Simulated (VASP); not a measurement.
# Be3CdTe4 in VASP: further runs

The runs below take Be3CdTe4 through relaxation of cell and atoms, single point, with PBE.

Everything below comes from runs of VASP 6.6.1. Logs are shortened: lines on timing, memory, paths and dates and some standing lists are left out, and cuts for length are marked.

## Step 1: The cell of the first run

The structure is tetragonal, space group I-42m (No. 121). The conventional cell has a = 5.609 Å, b = 5.609 Å, c = 11.201 Å, α = 90.00°, β = 90.00°, γ = 90.00°. Within 3.2 Å of Be (site symmetry -42m) lie 4 Te at 2.44 Å. Be (site symmetry -4) has 4 Te at 2.38 Å within 3.1 Å. Cd (site symmetry -42m) has 4 Te at 2.51 Å within 3.3 Å. Te (site symmetry m) has 3 Be at 2.38 to 2.44 Å and 1 Cd at 2.51 Å within 3.1 Å.

The cell was built from a structure type or drawn by symmetry, and may not be a known phase.

## Step 2: Relaxation of cell and atoms, PBE

Contents of INCAR:

```
SYSTEM = Be3CdTe4
PREC     = Accurate       ! precision mode
ENCUT    = 600            ! plane-wave cutoff, eV
EDIFF    = 1E-6           ! SCF threshold, eV
ISMEAR   = 0              ! smearing method
SIGMA    = 0.2            ! smearing width, eV
LREAL    = .False.        ! projectors in reciprocal space
LASPH    = .True.         ! aspherical terms in the spheres
NELM     = 80             ! most SCF steps
ALGO     = Normal         ! electronic algorithm
ISIF     = 3              ! what is computed and relaxed
LWAVE    = .False.        ! write WAVECAR
LCHARG   = .False.        ! write CHGCAR
GGA      = PE             ! functional
IBRION   = 2              ! ionic algorithm
NSW      = 36             ! ionic steps
EDIFFG   = -0.08          ! ionic threshold
```

Contents of KPOINTS:

```
Automatic mesh
0
Gamma
  4 4 4
  0 0 0
```

Contents of POSCAR:

```
Be3CdTe4
1.0
   -2.8043272400      2.8043272400      5.6003218300
    2.8043272400     -2.8043272400      5.6003218300
    2.8043272400      2.8043272400     -5.6003218300
Be Cd Te
3 1 4
Direct
    0.5000000000      0.5000000000      0.0000000000
    0.7500000000      0.2500000000      0.5000000000
    0.2500000000      0.7500000000      0.5000000000
    0.0000000000      0.0000000000      0.0000000000
    0.3869999900      0.3869999900      0.5099999900
    0.6130000100      0.1230000000      0.0000000000
    0.8770000000      0.8770000000      0.4900000100
    0.1230000000      0.6130000100      0.0000000000
```

Potentials or basis: VASP PAW PBE potentials, release 64 (Be, Cd, Te).

On the command line:

```sh
cat potpaw_PBE.64/Be/POTCAR potpaw_PBE.64/Cd/POTCAR potpaw_PBE.64/Te/POTCAR > POTCAR
mpirun -np 1 vasp_std > vasp.out
```

OUTCAR:

```text
SYSTEM = Be3CdTe4
   PREC = Accurate
   ENCUT = 600
   EDIFF = 1E-6
   ISMEAR = 0
   LREAL = .False.
   LASPH = .True.
   NELM = 80
   ISIF = 3
   GGA = PE
   IBRION = 2
   NSW = 36
   EDIFFG = -0.08

 ion  position               nearest neighbor table
   1  0.500  0.500  0.000-   5 2.44   6 2.44   7 2.44   8 2.44
   2  0.750  0.250  0.500-   5 2.38   7 2.38   8 2.38   6 2.38
   3  0.250  0.750  0.500-   5 2.38   6 2.38   7 2.38   8 2.38
   4  0.000  0.000  0.000-   5 2.51   6 2.51   8 2.51   7 2.51
   5  0.387  0.387  0.510-   2 2.38   3 2.38   1 2.44   4 2.51
   6  0.613  0.123  0.000-   2 2.38   3 2.38   1 2.44   4 2.51
   7  0.877  0.877  0.490-   2 2.38   3 2.38   1 2.44   4 2.51
   8  0.123  0.613  0.000-   3 2.38   2 2.38   1 2.44   4 2.51

  LATTYP: Found a body centered tetragonal cell.
 ALAT       =     5.6086544800
 C/A-ratio  =     1.9970286456

  Lattice vectors:

 A1 = (  -2.8043272400,   2.8043272400,   5.6003218300)
 A2 = (   2.8043272400,  -2.8043272400,   5.6003218300)
 A3 = (   2.8043272400,   2.8043272400,  -5.6003218300)

Analysis of symmetry for initial positions (statically):
=====================================================================
 Subroutine PRICEL returns:
 Original cell was already a primitive cell.

 Routine SETGRP: Setting up the symmetry group for a
 body centered tetragonal supercell.

 Subroutine GETGRP returns: Found  8 space group operations
 (whereof  8 operations were pure point group operations)
 out of a pool of 16 trial point group operations.

The static configuration has the point symmetry D_2d.

Analysis of symmetry for dynamics (positions and initial velocities):
=====================================================================
 Subroutine PRICEL returns:
 Original cell was already a primitive cell.

 Routine SETGRP: Setting up the symmetry group for a
 body centered tetragonal supercell.

 Subroutine GETGRP returns: Found  8 space group operations
 (whereof  8 operations were pure point group operations)
 out of a pool of 16 trial point group operations.

The dynamic configuration has the point symmetry D_2d.

 Subroutine INISYM returns: Found  8 space group operations
 (whereof  8 operations are pure point group operations),
 and found     1 'primitive' translations

----------------------------------------------------------------------------------------

                                     Primitive cell

  volume of cell :     176.1694

  direct lattice vectors                    reciprocal lattice vectors
    -2.804327240  2.804327240  5.600321830     0.000000000  0.178295882  0.089280583
     2.804327240 -2.804327240  5.600321830     0.178295882  0.000000000  0.089280583
     2.804327240  2.804327240 -5.600321830     0.178295882  0.178295882  0.000000000

[... 71 lines left out ...]
   NGX,Y,Z   is equivalent  to a cutoff of  13.57, 13.57, 13.57 a.u.
   NGXF,Y,Z  is equivalent  to a cutoff of  27.13, 27.13, 27.13 a.u.
 SYSTEM =  Be3CdTe4
   PREC   = accura    normal or accurate (medium, high low for compatibility)
   ISTART =      0    job   : 0-new  1-cont  2-samecut
   ICHARG =      2    charge: 1-file 2-atom 10-const
   ISPIN  =      1    spin polarized calculation?
   LNONCOLLINEAR =      F non collinear calculations
   LSORBIT =      F    spin-orbit coupling
   LASPH  =      T    aspherical Exc in radial PAW
   ENCUT  =  600.0 eV  44.10 Ry    6.64 a.u.  13.71 13.71 13.71*2*pi/ulx,y,z
   NELM   =     80;   NELMIN=  2; NELMDL= -5     # of ELM steps
   EDIFF  = 0.1E-05   stopping-criterion for ELM
   LREAL  =      F    real-space projection
   EDIFFG = -.8E-01   stopping-criterion for IOM
   NSW    =     36    number of steps for IOM
   IBRION =      2    ionic relax: 0-MD 1-quasi-New 2-CG
   NFREE  =      1    steps in history (QN), initial steepest desc. (CG)
   ISIF   =      3    stress and relaxation
   ISYM   =      2    0-nonsym 1-usesym 2-fastsym
   POTIM  = 0.5000    time-step for ionic-motion
   TEBEG  =    0.0;   TEEND  =   0.0 temperature during run
   PSTRESS=    0.0 pullay stress
   NELECT =      42.0000    total number of electrons
   NUPDOWN=      -1.0000    fix difference up-down
   EMIN   =  10.00;   EMAX   =-10.00  energy-range for DOS
   EFERMI =   0.00;   METHOD = LEGACY
   ISMEAR =     0;   SIGMA  =   0.20  broadening in eV -4-tet -1-fermi 0-gaus
   EFERMI_NEDOS =   21; number of points for ismear=-14 and -15
   IALGO  =     38    algorithm
   IMIX   =      4    mixing-type and parameters
     AMIX     =   0.40;   BMIX     =  1.00
     AMIX_MAG =   1.60;   BMIX_MAG =  1.00
  volume/ion in A,a.u.               =      22.02       148.61
  Fermi-wavevector in a.u.,A,eV,Ry     =   1.015113  1.918286 14.020189  1.030455
  Thomas-Fermi vector in A             =   2.148380
   LORBIT       =      0    0 simple, 1 ext, 2 COOP (PROOUT), +10 PAW based schemes
   GGA     = PE    functional components
   LHFCALC =     F    Hartree Fock is set to
   AEXX    =    0.0000 exact exchange contribution
   IVDW    =     0    specifies the selected vdW correction
   LEPSILON=     F    determine dielectric tensor
   LRPA    =     F    only Hartree local field effects (RPA)
 conjugate gradient relaxation of ions
 non-spin polarized calculation
 Gauss-broadening in eV      SIGMA  =   0.20
  energy-cutoff  :      600.00
  volume of cell :      176.17
 maximum number of plane-waves:      5902
 NGX is ok and might be reduce to    56
   NGX = 27   NGY = 27   NGZ = 27

--------------------------------------- Ionic step        1  -------------------------------------------

 number of electron      41.9999999 magnetization

 Free energy of the ion-electron system (eV)
  ---------------------------------------------------
  ext. energy  EPLUGINS =         0.00000000
  ---------------------------------------------------
  free energy    TOTEN  =       -25.57221308 eV

  energy without entropy =      -25.57221308  energy(sigma->0) =      -25.57221308

 E-fermi :   6.6999     XC(G=0):  -9.5122

 val. band max:        5.8262723709   @ k =   0.0000   0.0000   0.0000
 cond. band min:       7.5996986998   @ k =   0.5000   0.5000   0.5000
 fundamental gap:      1.7734263289
 Fermi energy:         6.6999316419

 k-point     1 :       0.0000    0.0000    0.0000
  band No.  band energies     occupation
      1      -7.1461      2.00000
      2      -5.5612      2.00000
      3      -5.5612      2.00000
      4      -5.5234      2.00000
      5      -3.4356      2.00000
      6      -3.4226      2.00000
[... 617 lines left out ...]
--------------------------------------- Ionic step        7  -------------------------------------------

 number of electron      41.9999997 magnetization

 Free energy of the ion-electron system (eV)
  ---------------------------------------------------
  ext. energy  EPLUGINS =         0.00000000
  ---------------------------------------------------
  free energy    TOTEN  =       -27.33923123 eV

  energy without entropy =      -27.33923123  energy(sigma->0) =      -27.33923123

 E-fermi :   4.9100     XC(G=0):  -8.8596

 val. band max:        4.0339311610   @ k =   0.0000   0.0000   0.0000
 cond. band min:       6.0497573054   @ k =   0.5000   0.5000   0.5000
 fundamental gap:      2.0158261444
 Fermi energy:         4.9099821008

 k-point     1 :       0.0000    0.0000    0.0000
  band No.  band energies     occupation
      1      -7.8301      2.00000
      2      -6.4687      2.00000
      3      -6.4231      2.00000
      4      -6.4231      2.00000
      5      -4.0822      2.00000
      6      -4.0758      2.00000
[... 401 lines left out ...]
  FREE ENERGIE OF THE ION-ELECTRON SYSTEM (eV)
  ---------------------------------------------------
  free  energy   TOTEN  =       -27.3392312315 eV

  energy  without entropy=      -27.3392312315  energy(sigma->0) =      -27.33923123

 reached required accuracy - stopping structural energy minimisation
```

It took 13 min on 1 thread of Intel Xeon 8259CL, shared host; peak memory 0.5 GiB.

What came out:

```yaml
Free_energy: -27.3392 eV
Relaxed_volume: 25.74 Å³/atom
Relaxed_cell: a = 7.217 Å, b = 7.217 Å, c = 7.217 Å, α = 131.60°, β = 131.60°, γ = 70.86°
Space_group_after_relaxing_to_0.1_Å: I-42m (No. 121)
Energy_gained_by_relaxing: 220.9 meV/atom
Ionic_steps: 7
Pressure_after_relaxing: -0.1 GPa
Largest_force_after_relaxing: 0.030 eV/Å
Band_gap_on_the_k_mesh: 2.02 eV (least direct gap 2.13 eV)
```

Forces in eV/Å, atoms in the order of the input:
```
Be   0.000  0.000  0.000
Be   0.000  0.000  0.000
Be   0.000  0.000  0.000
Cd   0.000  0.000  0.000
Te  -0.010 -0.010 -0.027
Te  -0.010  0.010  0.027
Te   0.010  0.010 -0.027
Te   0.010 -0.010  0.027
```

Stress tensor (GPa, compression positive):
```
-0.02  0.00  0.00
 0.00 -0.02  0.00
 0.00  0.00 -0.23
```

Step by step:
```
step  energy change (eV)  largest force (eV/Å)  pressure (GPa)  volume (Å³)
   1              0.0000                2.7055           13.29       176.17
   2             -1.4489                0.2783           -3.97       226.98
   3             -1.6565                0.6082           -0.86       210.68
   4             -1.7273                0.3875           -0.34       207.65
   5             -1.7619                0.0611            0.57       203.33
   6             -1.7623                0.0867            0.48       203.73
   7             -1.7670                0.0304           -0.09       205.91
```

Final structure:
```
Be Cd Te
1.0
    -2.95860    2.95860    5.88091
     2.95860   -2.95860    5.88091
     2.95860    2.95860   -5.88091
Be Cd Te
3 1 4
Direct
  0.50000 0.50000 0.00000
  0.75000 0.25000 0.50000
  0.25000 0.75000 0.50000
  0.00000 0.00000 0.00000
  0.41049 0.41049 0.55039
  0.58951 0.13990 0.00000
  0.86010 0.86010 0.44961
  0.13990 0.58951 0.00000
```

Caveat: the volume moved by over 15 % at a fixed basis, so the end points are rough; spin-orbit coupling is left out, which moves the levels of the heavy elements.

## Step 3: Single point, PBE

This run uses another cell than the first one, of 25.63 Å³/atom.

Contents of INCAR:

```
SYSTEM = Be3CdTe4
PREC     = Accurate       ! precision mode
ENCUT    = 520            ! plane-wave cutoff, eV
EDIFF    = 1E-7           ! SCF threshold, eV
ISMEAR   = 0              ! smearing method
SIGMA    = 0.1            ! smearing width, eV
LREAL    = .False.        ! projectors in reciprocal space
LASPH    = .True.         ! aspherical terms in the spheres
NELM     = 60             ! most SCF steps
ALGO     = Normal         ! electronic algorithm
ISIF     = 2              ! what is computed and relaxed
LWAVE    = .False.        ! write WAVECAR
LCHARG   = .False.        ! write CHGCAR
GGA      = PE             ! functional
NBANDS   = 31             ! bands
```

Contents of KPOINTS:

```
regular mesh
0
Gamma
  4 4 4
  0 0 0
```

Contents of POSCAR:

```
Be3CdTe4
1.0
    5.9196051821     -0.0004204218      0.0011820940
   -0.0004395932      5.9193157845     -0.0000891126
   -2.9583183006     -2.9595546240      5.8513134516
Be Cd Te
3 1 4
Direct
    0.4999870084      0.4999293342     -0.0000187451
    0.2500418181      0.7501370683      0.4999664622
    0.7499951801      0.2502159467      0.5000307685
   -0.0000431786     -0.0001798531      0.0000181720
    0.4100523595      0.4101169114      0.2700196193
    0.1400933391      0.5898346678      0.7298483683
    0.8599382784      0.8599649345      0.2702046754
    0.5899351949      0.1399809901      0.7299306793
```

Potentials or basis: VASP PAW PBE potentials, release 64 (Be, Cd, Te).

On the command line:

```sh
cat potpaw_PBE.64/Be/POTCAR potpaw_PBE.64/Cd/POTCAR potpaw_PBE.64/Te/POTCAR > POTCAR
mpirun -np 1 vasp_std > vasp.out
```

It took 6.5 min on 1 thread of Intel Xeon 8259CL, shared host; peak memory 0.48 GiB.

Results (log left out):

```yaml
Free_energy: -27.3424 eV
Pressure: 0.1 GPa
Largest_force: 0.007 eV/Å
Band_gap_on_the_k_mesh: 2.05 eV (least direct gap 2.12 eV)
```

Forces on the atoms (eV/Å):
```
Be   0.001  0.002 -0.001
Be  -0.001 -0.003  0.000
Be   0.000 -0.003 -0.001
Cd   0.001  0.004  0.000
Te  -0.002 -0.003  0.006
Te   0.001  0.000 -0.004
Te  -0.001  0.001  0.003
Te   0.001  0.003 -0.004
```

Levels at points of the mesh, in eV from the valence-band top:
```csv
k point,band 18,band 19,band 20,band 21,band 22,band 23,band 24,band 25
"(0.00, 0.00, 0.00)",-2.25,-0.22,0.00,0.00,2.12,2.25,2.57,3.74
"(0.50, 0.00, 0.00)",-2.13,-1.34,-1.00,-1.00,3.40,3.67,3.74,3.86
"(0.00, 0.50, 0.00)",-2.13,-1.34,-1.00,-1.00,3.40,3.67,3.74,3.87
"(0.50, 0.50, 0.00)",-1.13,-1.05,-0.63,-0.62,2.28,2.54,3.20,4.00
"(0.00, 0.00, 0.50)",-1.97,-1.94,-0.96,-0.96,2.05,2.25,2.25,2.46
"(0.50, 0.00, 0.50)",-2.12,-1.34,-1.00,-1.00,3.40,3.67,3.74,3.87
"(0.00, 0.50, 0.50)",-2.13,-1.34,-1.00,-1.00,3.40,3.67,3.74,3.87
"(0.50, 0.50, 0.50)",-1.13,-1.05,-0.63,-0.62,2.28,2.54,3.20,3.99
```

Caveat: spin-orbit coupling is left out, which moves the levels of the heavy elements. A k mesh can miss the band edges.
